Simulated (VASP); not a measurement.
Input of a VASP 6.6.1 run:

Contents of INCAR:

```
  PREC = Accurate
  ENCUT = 600
  EDIFF = 1E-7
  ISMEAR = -1
  SIGMA = 0.05
  LREAL = False
  LASPH = True
  NELM = 80
  ALGO = Normal
  ISIF = 3
  LWAVE = False
  LCHARG = False
  GGA = PE
  IBRION = 2
  NSW = 32
  EDIFFG = -0.005
  PSTRESS = 3500.0
```

File KPOINTS:

```
Automatic mesh
0
Gamma
  20 20 20
```

File POSCAR:

```
Pd
1.0
    0.0000000000      1.6562343294      1.6562343294
    1.6562343294      0.0000000000      1.6562343294
    1.6562343294      1.6562343294      0.0000000000
Pd
1
Direct
    0.0000000000      0.0000000000      0.0000000000
```

Potentials or basis: VASP PAW PBE potentials, release 64 (Pd).

Launch:

```console
$ cat potpaw_PBE.64/Pd/POTCAR > POTCAR
$ mpirun -np 1 vasp_std > vasp.out
```

(1) What does it give for the relaxed cell?

(2) What does it give for the space group after relaxing (to 0.1 Å)?

Answers

(1) a = 2.343 Å, b = 2.343 Å, c = 2.343 Å, α = 60.00°, β = 60.00°, γ = 60.00°.

(2) Fm-3m (No. 225).
